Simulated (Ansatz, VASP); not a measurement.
Sn in VASP and in Ansatz

File INCAR:

```
SYSTEM = Sn
PREC     = Accurate       ! precision mode
ENCUT    = 520            ! plane-wave cutoff, eV
EDIFF    = 1E-6           ! SCF threshold, eV
ISMEAR   = -1             ! smearing method
SIGMA    = 0.05           ! smearing width, eV
LREAL    = .FALSE.        ! projectors in reciprocal space
LASPH    = .TRUE.         ! aspherical terms in the spheres
NELM     = 60             ! most SCF steps
ALGO     = Normal         ! electronic algorithm
ISIF     = 2              ! what is computed and relaxed
LWAVE    = .FALSE.        ! write WAVECAR
LCHARG   = .FALSE.        ! write CHGCAR
GGA      = CA             ! functional
NBANDS   = 21             ! bands
```

The input KPOINTS:

```
Automatic mesh
0
G
  15 15 15
  0 0 0
```

Contents of POSCAR:

```
Sn
1.0
   -2.9542208476      2.9542208476      1.6115820057
    2.9542208476     -2.9542208476      1.6115820057
    2.9542208476      2.9542208476     -1.6115820057
Sn
2
Direct
    0.0000000000      0.0000000000      0.0000000000
    0.7500000000      0.2500000000      0.5000000000
```

Input for Ansatz:

```yaml
crystal:
  lattice:
    - [-2.9542208476, 2.9542208476, 1.6115820057]
    - [2.9542208476, -2.9542208476, 1.6115820057]
    - [2.9542208476, 2.9542208476, -1.6115820057]
  atoms:
    - { symbol: Sn, position: [0.0, 0.0, 0.0] }
    - { symbol: Sn, position: [0.75, 0.25, 0.5] }
kpoints:
  mp_grid: { grid: [15, 15, 15] }
  band_path:
    path:
      - [0.0, 0.0, 0.0]
      - [0.0, 0.0, 0.5]
      - [-0.5, 0.5, 0.5]
      - [0.0, 0.0, 0.0]
      - [0.3243975974, 0.3243975974, -0.3243975974]
      - [-0.3243975974, 0.6756024026, 0.3243975974]
      - [-0.5, 0.5, 0.5]
      - [0.0, 0.0, 0.5]
      - [0.25, 0.25, 0.25]
    npoints: 5
scf:
  occupations: { method: fermi_dirac, width: 0.05 }
hamiltonian:
  xc: lda
  pseudopotentials: { kind: all_electron, lapw: { basis_error: 0.0005 } }
output:
  forces: true
  stress: true
  eigenvalues: true
```

Change from the starting cell: volume scaled by 1.04.

Alike in both runs: task single point; functional LDA; k mesh 15 × 15 × 15; occupations fermi-dirac, width 0.05 eV; no spin polarisation.

|  | VASP | Ansatz |
| --- | --- | --- |
| version | VASP 6.6.1 | Ansatz 0.2.0 |
| potentials or method | VASP PAW LDA potentials, release 64 (Sn_d), cutoff 520 eV | all-electron LAPW, scalar-relativistic |

Ansatz gave:

| Property | Result |
| --- | --- |
| pressure (GPa) | -3.6 |
| traceless stress, the component that is largest in VASP (GPa) | -0.56 |

Problem. Estimate VASP's values.

Solution. Pressure (GPa): -3.6; traceless stress, the component that is largest in VASP (GPa): -0.55.

LDA's correlation is that of Perdew and Zunger in VASP and of Perdew and Wang (1992) in Ansatz. Ansatz ran all-electron here, and VASP with PAW potentials.
